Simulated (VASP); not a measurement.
# C (P6/mmm) in VASP: further runs, part 2 of 2

VASP 6.6.1.

### 4 Relaxation of cell and atoms, LDA, target pressure 24 GPa, at which the enthalpy is minimised

This run uses another cell than the first one: it holds 3 atoms, not 1.

INCAR reads:

```
SYSTEM = C
  PREC = Accurate
  ENCUT = 600
  EDIFF = 1E-6
  ISMEAR = -1
  SIGMA = 0.1
  LREAL = .False.
  LASPH = .True.
  NELM = 80
  ALGO = Normal
  ISIF = 3
  LWAVE = .False.
  LCHARG = .False.
  GGA = CA
  IBRION = 2
  NSW = 60
  EDIFFG = -0.005
  PSTRESS = 240.0
```

KPOINTS reads:

```
Automatic mesh
0
Gamma
  11 11 16
  0 0 0
```

POSCAR reads:

```
C
1.0
    3.2497654249      0.0000000000      0.0000000000
   -1.6248827124      2.8143794143      0.0000000000
    0.0000000000      0.0000000000      2.0148545634
C
3
Direct
    0.0000000000      0.0000000000      0.0000000000
    0.3333333333      0.6666666667      0.5000000000
    0.6666666667      0.3333333333      0.5000000000
```

Potentials or basis: VASP PAW LDA potentials, release 64 (C).

The run is started by

```console
cat potpaw_LDA.64/C/POTCAR > POTCAR
mpirun -np 1 vasp_std > vasp.out
```

OUTCAR:

```text
SYSTEM = C
   PREC = Accurate
   ENCUT = 600
   EDIFF = 1E-6
   ISMEAR = -1
   LREAL = .False.
   LASPH = .True.
   NELM = 80
   ISIF = 3
   GGA = CA
   IBRION = 2
   NSW = 60
   EDIFFG = -0.005
   PSTRESS = 240.0

 ion  position               nearest neighbor table
   1  0.000  0.000  0.000-
   2  0.333  0.667  0.500-   3 1.88   3 1.88   3 1.88
   3  0.667  0.333  0.500-   2 1.88   2 1.88   2 1.88

  LATTYP: Found a hexagonal cell.
 ALAT       =     3.2497654249
 C/A-ratio  =     0.6200000000

  Lattice vectors:

 A1 = (   3.2497654249,   0.0000000000,   0.0000000000)
 A2 = (  -1.6248827124,   2.8143794143,   0.0000000000)
 A3 = (   0.0000000000,   0.0000000000,   2.0148545634)

Analysis of symmetry for initial positions (statically):
=====================================================================
 Subroutine PRICEL returns:
 Original cell was already a primitive cell.

 Routine SETGRP: Setting up the symmetry group for a
 hexagonal supercell.

 Subroutine GETGRP returns: Found 24 space group operations
 (whereof 24 operations were pure point group operations)
 out of a pool of 24 trial point group operations.

The static configuration has the point symmetry D_6h.

Analysis of symmetry for dynamics (positions and initial velocities):
=====================================================================
 Subroutine PRICEL returns:
 Original cell was already a primitive cell.

[... 278 lines left out ...]
 Fermi energy:        11.6803069966

 k-point     1 :       0.0000    0.0000    0.0000
  band No.  band energies     occupation
      1     -11.5131      2.00000
      2      -2.7890      2.00000
      3      -2.7499      2.00000
      4       1.4565      2.00000
      5       1.4565      2.00000
      6       1.4706      2.00000
      7       1.4706      2.00000
      8      12.9146      0.00001
      9      12.9146      0.00001
     10      35.7192      0.00000
[... 287 lines left out ...]
 k-point    24 :       0.1818    0.0909    0.0625
  band No.  band energies     occupation
      1     -10.6006      2.00000
      2      -4.7342      2.00000
      3      -3.9954      2.00000
      4       0.2962      2.00000
      5       1.7123      2.00000
      6       5.5012      2.00000
      7       6.1030      2.00000
      8      10.8388      1.99956
      9      12.4369      0.00104
     10      29.5864      0.00000

 [... further k-points ...]

[... ionic steps 4 to 19 ...]

--------------------------------------- Ionic step       20  -------------------------------------------

 number of electron      12.0000000 magnetization

------------------------ aborting loop because EDIFF is reached ----------------------------------------
[... 73 lines left out ...]
--------------------------------------- Ionic step       22  -------------------------------------------

 number of electron      12.0000000 magnetization

 Free energy of the ion-electron system (eV)
  ---------------------------------------------------
  ext. energy  EPLUGINS =         0.00000000
  ---------------------------------------------------
  free energy    TOTEN  =       -25.72509614 eV

  energy without entropy =      -25.70161465  energy(sigma->0) =      -25.71335540

 E-fermi :   5.6009     XC(G=0): -11.8667

 val. band max:        5.5779421192   @ k =   0.2727   0.1818   0.1875
 cond. band min:       5.6039670346   @ k =   0.0909   0.0909   0.1875
 fundamental gap:      0.0260249153
 Fermi energy:         5.6009354958

 k-point     1 :       0.0000    0.0000    0.0000
  band No.  band energies     occupation
      1     -13.0939      2.00000
      2      -9.8348      2.00000
      3      -9.8325      2.00000
      4      -1.9467      2.00000
      5      -1.9467      2.00000
      6      -1.9439      2.00000
      7      -1.9439      2.00000
      8       3.2762      2.00000
      9       3.2762      2.00000
     10      15.6555      0.00000
[... 333 lines left out ...]
  energy  without entropy=      -25.7016146482  energy(sigma->0) =      -25.71335540

  enthalpy is  TOTEN    =       -22.2952405701 eV   P V=        3.4298555721

 reached required accuracy - stopping structural energy minimisation
```

OSZICAR:

```text
N       E                     dE             d eps       ncg     rms          rms(c)
DAV:   1     0.165405899311E+02    0.16541E+02   -0.73248E+03  2888   0.131E+03
[... 250 lines left out ...]
DAV:   4    -0.257271147700E+02    0.47821E-06   -0.89978E-06  3294   0.266E-02
  21 F= -.22295220E+02 E0= -.22283487E+02  d E =-.636404E-03
       N       E                     dE             d eps       ncg     rms          rms(c)
DAV:   1    -0.257251511289E+02    0.19641E-02   -0.16100E-03  2886   0.353E-01    0.357E-02
DAV:   2    -0.257251078222E+02    0.43307E-04   -0.60264E-05  2998   0.658E-02    0.170E-02
DAV:   3    -0.257250961292E+02    0.11693E-04   -0.41691E-05  2972   0.487E-02    0.476E-03
DAV:   4    -0.257250961422E+02   -0.13044E-07   -0.66658E-07  1932   0.736E-03
  22 F= -.22295241E+02 E0= -.22283500E+02  d E =-.657340E-03
```

It took 12 min on 1 thread of Intel Xeon 8259CL, shared host; peak memory 0.15 GiB.

What came out:

* Free energy: -25.7251 eV
* Relaxed volume: 7.63 Å³/atom
* Relaxed cell: a = 4.575 Å, b = 4.575 Å, c = 1.263 Å, α = 90.00°, β = 90.00°, γ = 120.00°
* Space group after relaxing (to 0.1 Å): P6/mmm (No. 191)
* Energy change on relaxing (the run minimises the enthalpy): -2713.9 meV/atom
* Ionic steps: 22
* Pressure after relaxing: 24.0 GPa
* Band gap on the k mesh: zero (bands 6 and 7 overlap by 17.79 eV)

The path:
```tsv
step	energy change (eV)	largest force (eV/Å)	pressure (GPa)	volume (Å³)
1	0.0000	0.0000	3.32	18.43
2	0.2142	0.0000	39.66	16.39
3	0.1107	0.0000	27.39	16.95
4	0.0215	0.0000	32.17	16.73
5	-0.4573	0.0000	46.65	15.95
6	-2.0202	0.0000	196.97	13.75
7	460.3228	0.0000	10361.24	6.53
8	-2.0028	0.0000	211.55	13.67
9	-1.9380	0.0000	227.74	13.57
10	-2.2268	0.0000	212.62	13.78
11	-3.0034	0.0000	171.36	14.41
12	-4.1951	0.0000	104.35	15.73
13	-5.4011	0.0000	14.46	18.61
14	-6.3136	0.0000	17.95	19.31
15	-7.8412	0.0000	37.80	21.36
16	-7.8938	0.0000	42.18	21.62
17	-8.0330	0.0000	31.79	22.25
18	-8.1339	0.0000	22.93	22.85
19	-8.1283	0.0000	23.48	22.81
20	-8.1363	0.0000	23.78	22.86
21	-8.1438	0.0000	24.07	22.91
22	-8.1418	0.0000	23.98	22.90
```

Final structure:
```
C
1.0
     4.57523    0.00000    0.00000
    -2.28761    3.96226    0.00000
     0.00000    0.00000    1.26305
C
3
Direct
  0.00000 0.00000 0.00000
  0.33333 0.66667 0.50000
  0.66667 0.33333 0.50000
```

Caveat: the cell is relaxed towards a set pressure, so the run minimises the enthalpy, not the energy; the volume moved by over 15 % at a fixed basis, so the end points are rough.

### 5 Relaxation of cell and atoms, LDA, target pressure 24 GPa, at which the enthalpy is minimised

This run uses another cell than the first one: it holds 3 atoms, not 1.

INCAR reads:

```
PREC     = Accurate       # precision mode
ENCUT    = 600            # plane-wave cutoff, eV
EDIFF    = 1E-6           # SCF threshold, eV
ISMEAR   = -1             # smearing method
SIGMA    = 0.1            # smearing width, eV
LREAL    = False          # projectors in reciprocal space
LASPH    = True           # aspherical terms in the spheres
NELM     = 80             # most SCF steps
ALGO     = Normal         # electronic algorithm
ISIF     = 3              # what is computed and relaxed
LWAVE    = False          # write WAVECAR
LCHARG   = False          # write CHGCAR
IBRION   = 2              # ionic algorithm
NSW      = 32             # ionic steps
EDIFFG   = -0.005         # ionic threshold
PSTRESS  = 240.0
```

KPOINTS reads:

```
Automatic mesh
0
Gamma
  11 11 16
```

POSCAR reads:

```
C
1.0
    4.8345863754      0.0000000000      0.0000000000
   -2.4172931876      4.1868746179      0.0000000000
    0.0000000000      0.0000000000      1.2589994580
C
3
Direct
    0.0000000000      0.0000000000      0.0000000000
    0.3333333333      0.6666666667      0.5000000000
    0.6666666667      0.3333333333      0.5000000000
```

Potentials or basis: VASP PAW LDA potentials, release 64 (C).

The run is started by

```console
cat potpaw_LDA.64/C/POTCAR > POTCAR
mpirun -np 1 vasp_std > vasp.out
```

OUTCAR:

```text
PREC = Accurate
   ENCUT = 600
   EDIFF = 1E-6
   ISMEAR = -1
   LREAL = False
   LASPH = True
   NELM = 80
   ISIF = 3
   IBRION = 2
   NSW = 32
   EDIFFG = -0.005
   PSTRESS = 240.0

 ion  position               nearest neighbor table
   1  0.000  0.000  0.000-
   2  0.333  0.667  0.500-
   3  0.667  0.333  0.500-

  LATTYP: Found a hexagonal cell.
 ALAT       =     4.8345863754
 C/A-ratio  =     0.2604151338

  Lattice vectors:

 A1 = (   4.8345863754,   0.0000000000,   0.0000000000)
 A2 = (  -2.4172931876,   4.1868746179,   0.0000000000)
 A3 = (   0.0000000000,   0.0000000000,   1.2589994580)

Analysis of symmetry for initial positions (statically):
=====================================================================
 Subroutine PRICEL returns:
 Original cell was already a primitive cell.

 Routine SETGRP: Setting up the symmetry group for a
 hexagonal supercell.

 Subroutine GETGRP returns: Found 24 space group operations
 (whereof 24 operations were pure point group operations)
 out of a pool of 24 trial point group operations.
[... 174 lines left out ...]
  Total        3.7766601      3.7766601      3.6862654      0.0000000     -0.0000000      0.0000000
  in kB      237.4344119    237.4344119    231.7513950      0.0000000     -0.0000000      0.0000000
  external PRESSURE =      -4.4599270 kB  Pullay stress =     240.0000000 kB
[... 104 lines left out ...]
--------------------------------------- Ionic step        4  -------------------------------------------

 number of electron      12.0000002 magnetization

 Free energy of the ion-electron system (eV)
  ---------------------------------------------------
  ext. energy  EPLUGINS =         0.00000000
  ---------------------------------------------------
  free energy    TOTEN  =       -26.48984980 eV

  energy without entropy =      -26.47761882  energy(sigma->0) =      -26.48373431

 E-fermi :   4.4849     XC(G=0): -11.2758

 val. band max:        4.4319620313   @ k =   0.0000   0.0000   0.1875
 cond. band min:       4.5175747162   @ k =   0.3636  -0.0000   0.2500
 fundamental gap:      0.0856126849
 Fermi energy:         4.4849084092

 k-point     1 :       0.0000    0.0000    0.0000
  band No.  band energies     occupation
      1     -13.5667      2.00000
      2     -11.1773      2.00000
      3     -11.1766      2.00000
      4      -2.6986      2.00000
      5      -2.6986      2.00000
      6      -2.6983      2.00000
      7      -2.6983      2.00000
      8       1.3915      2.00000
      9       1.3915      2.00000
     10      12.8417      0.00000
[... 287 lines left out ...]
 k-point    24 :       0.1818    0.0909    0.0625
  band No.  band energies     occupation
      1     -13.0539      2.00000
      2     -11.2804      2.00000
      3     -11.1915      2.00000
      4      -3.2162      2.00000
      5      -2.9111      2.00000
      6      -0.8730      2.00000
      7      -0.7142      2.00000
      8       0.6466      2.00000
      9       1.4918      2.00000
     10      14.0705      0.00000

 [... further k-points ...]

------------------------ aborting loop because EDIFF is reached ----------------------------------------

  FORCE on cell =-STRESS in cart. coord.  units (eV):
  Direction    XX          YY          ZZ          XY          YZ          ZX
  --------------------------------------------------------------------------------------
  -------------------------------------------------------------------------------------
  Total        3.8024103      3.8024103      3.8136583      0.0000000     -0.0000000      0.0000000
  in kB      239.4508234    239.4508234    240.1591442      0.0000000     -0.0000000      0.0000000
  external PRESSURE =      -0.3130696 kB  Pullay stress =     240.0000000 kB
[... 22 lines left out ...]
  energy  without entropy=      -26.4776188197  energy(sigma->0) =      -26.48373431

  enthalpy is  TOTEN    =       -22.6787187026 eV   P V=        3.8111310940

 reached required accuracy - stopping structural energy minimisation
```

OSZICAR:

```text
N       E                     dE             d eps       ncg     rms          rms(c)
DAV:   1     0.254928290228E+02    0.25493E+02   -0.73269E+03  2880   0.126E+03
[... 22 lines left out ...]
DAV:   4    -0.264937902735E+02    0.72021E-08   -0.85466E-08  1762   0.269E-03
   3 F= -.22678693E+02 E0= -.22672660E+02  d E =-.300881E-04
       N       E                     dE             d eps       ncg     rms          rms(c)
DAV:   1    -0.264899246378E+02    0.38656E-02   -0.21856E-03  2914   0.409E-01    0.416E-02
DAV:   2    -0.264898652790E+02    0.59359E-04   -0.90842E-05  2972   0.803E-02    0.192E-02
DAV:   3    -0.264898497944E+02    0.15485E-04   -0.57852E-05  2972   0.564E-02    0.455E-03
DAV:   4    -0.264898497966E+02   -0.21463E-08   -0.77427E-07  2406   0.838E-03
   4 F= -.22678719E+02 E0= -.22672603E+02  d E =-.256640E-04
```

Wall time 77 s (1 thread of Intel Xeon 8259CL, shared host); peak memory 0.15 GiB.

Results:

```yaml
Free_energy: -26.4898 eV
Relaxed_volume: 8.48 Å³/atom
Relaxed_cell: a = 4.831 Å, b = 4.831 Å, c = 1.259 Å, α = 90.00°, β = 90.00°, γ = 120.00°
Space_group_after_relaxing_to_0.1_Å: P6/mmm (No. 191)
Energy_change_on_relaxing_the_run_minimises_the_enthalpy: +2.1 meV/atom
Ionic_steps: 4
Pressure_after_relaxing: 24.0 GPa
Band_gap_on_the_k_mesh: zero (bands 6 and 7 overlap by 17.76 eV)
```

Step by step:
```tsv
step	energy change (eV)	largest force (eV/Å)	pressure (GPa)	volume (Å³)
1	0.0000	0.0000	23.55	25.48
2	0.0136	0.0000	25.44	25.40
3	0.0023	0.0000	23.90	25.47
4	0.0063	0.0000	23.97	25.44
```

Final structure:
```cif
data_structure
_symmetry_space_group_name_H-M 'P 1'
_symmetry_Int_Tables_number 1
_cell_length_a 4.8314
_cell_length_b 4.8314
_cell_length_c 1.2586
_cell_angle_alpha 90.000
_cell_angle_beta 90.000
_cell_angle_gamma 120.000
_cell_volume 25.44
loop_
_atom_site_label
_atom_site_type_symbol
_atom_site_fract_x
_atom_site_fract_y
_atom_site_fract_z
_atom_site_occupancy
C1 C 0.00000 0.00000 0.00000 1
C2 C 0.33333 0.66667 0.50000 1
C3 C 0.66667 0.33333 0.50000 1
```

Caveat: the cell is relaxed towards a set pressure, so the run minimises the enthalpy, not the energy.

### 6 The runs side by side

```tsv
cell	k mesh	gap on the mesh (eV)	pressure (GPa)
relaxed to 24 GPa from a = 1.949, b = 1.949, c = 1.550 Å, angles 90.0, 90.0, 120.0°, 1 atom, atomic positions A	22 × 22 × 21	none	24.0
relaxed to 24 GPa from a = 1.982, b = 1.982, c = 1.863 Å, angles 90.0, 90.0, 120.0°, 1 atom, atomic positions A	22 × 22 × 21	none	23.9
relaxed to 24 GPa from a = 3.250, b = 3.250, c = 2.015 Å, angles 90.0, 90.0, 120.0°, 3 atoms, atomic positions B	11 × 11 × 16	none	24.0
relaxed to 24 GPa from a = 4.835, b = 4.835, c = 1.259 Å, angles 90.0, 90.0, 120.0°, 3 atoms, atomic positions B	11 × 11 × 16	none	24.0
```

Alike in all rows: task relaxation of cell and atoms; level LDA; potentials or basis VASP PAW LDA potentials, release 64 (C); no spin polarisation; cutoff (eV) 600; smearing fermi-dirac 0.1 eV.

Caveats: the cell is relaxed towards a set pressure, so the run minimises the enthalpy, not the energy; the volume moved by over 15 % at a fixed basis, so the end points are rough (at least some runs).

Total energies depend on the potentials used, so only differences within one code and one set of settings carry meaning.

The gap in the log of VASP goes by the Fermi energy; the results here count the filled bands.